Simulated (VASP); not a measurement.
Set up this calculation in VASP 6.6.1, as the native input.

```
Task                   : single point
Functional             : PBEsol
Potentials or basis    : VASP PAW PBE potentials, release 64 (Sc_sv)
Cutoff                 : 520 eV
k mesh                 : 20 × 20 × 20
Occupations            : gaussian, width 0.15 eV
Spin                   : no spin polarisation
Dipole correction      : no
Further INCAR settings : ALGO = Fast; EDIFF = 1e-06; NBANDS = 12
```

The structure of Sc lies in POSCAR:

```
Sc
1.0
    0.0000000000      2.2338726273      2.3455662587
    2.2338726273      0.0000000000      2.3455662587
    2.2338726273      2.2338726273      0.0000000000
Sc
1
Direct
    0.0000000000      0.0000000000      0.0000000000
```

This cell differs from its parent crystal: ratio of the length along z to the lengths across it x 1.05, volume and fractional coordinates fixed.

The input as run:

INCAR

```
SYSTEM = Sc
ALGO     = Fast           ! electronic algorithm
EDIFF    = 1E-6           ! SCF threshold, eV
ENCUT    = 520            ! plane-wave cutoff, eV
GGA      = PS             ! functional
ISIF     = 2              ! what is computed and relaxed
ISMEAR   = 0              ! smearing method
LASPH    = .True.         ! aspherical terms in the spheres
LCHARG   = .False.        ! write CHGCAR
LREAL    = .False.        ! projectors in reciprocal space
LWAVE    = .False.        ! write WAVECAR
NBANDS   = 12             ! bands
NELM     = 80             ! most SCF steps
PREC     = Accurate       ! precision mode
SIGMA    = 0.15           ! smearing width, eV
```

KPOINTS

```
k-points
0
Gamma
  20 20 20
  0 0 0
```

Potentials or basis: VASP PAW PBE potentials, release 64 (Sc_sv).

Run with:

```console
$ cat potpaw_PBE.64/Sc_sv/POTCAR > POTCAR
$ mpirun -np 1 vasp_std > vasp.out
```

It gave:

- Pressure: 0.4 GPa
- Band gap on the k mesh: zero (an odd number of electrons rules out a gap without spin polarisation)

Caveat: the PAW data sets were made with another functional, which shifts forces and pressure a little.

It took 2.4 min on 1 thread of Intel Xeon 8259CL (shared host), peak memory 0.28 GiB.
